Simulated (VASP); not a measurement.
**Co: single point with PBE**

Crystal: Co.

```
CELL_PARAMETERS angstrom
0.00000 1.68152 1.68152
1.68152 0.00000 1.68152
1.68152 1.68152 0.00000
ATOMIC_POSITIONS crystal
Co 0.00000 0.00000 0.00000
```

This isn't the form of Co at room conditions, which is hcp.

| Property | Result |
| --- | --- |
| Program | VASP 6.6.1 |
| Task | single point |
| Functional | PBE |
| Potentials or basis | VASP PAW PBE potentials, release 64 (Co) |
| Cutoff | 600 eV |
| k mesh | 18 × 18 × 18 |
| Occupations | fermi-dirac, width 0.1 eV |
| Spin | no spin polarisation |

| Item | Value |
| --- | --- |
| Pressure | 24.1 GPa |
| Band gap on the k mesh | zero (an odd number of electrons rules out a gap without spin polarisation) |

Levels at points of the mesh, in eV from the Fermi level:
```tsv
k point	band 1	band 2	band 3	band 4	band 5	band 6	band 7	band 8
(0.00, 0.00, 0.00)	-9.65	-2.16	-2.16	-2.16	-0.64	-0.64	24.14	29.75
(0.50, 0.00, 0.00)	-5.36	-2.24	-2.24	-0.22	0.39	0.39	7.93	22.69
(0.50, 0.50, 0.00)	-5.40	-4.67	0.37	0.65	0.65	2.96	11.56	16.55
```

It took 28 s on 1 thread of Intel Xeon 8259CL (shared host), peak memory 0.15 GiB.

Caveat: the cell stands under pressure; the run has no spin polarisation, though such a crystal can be magnetic. Spin polarisation is off, so any magnetic state and its effect on volume and gap are missing.
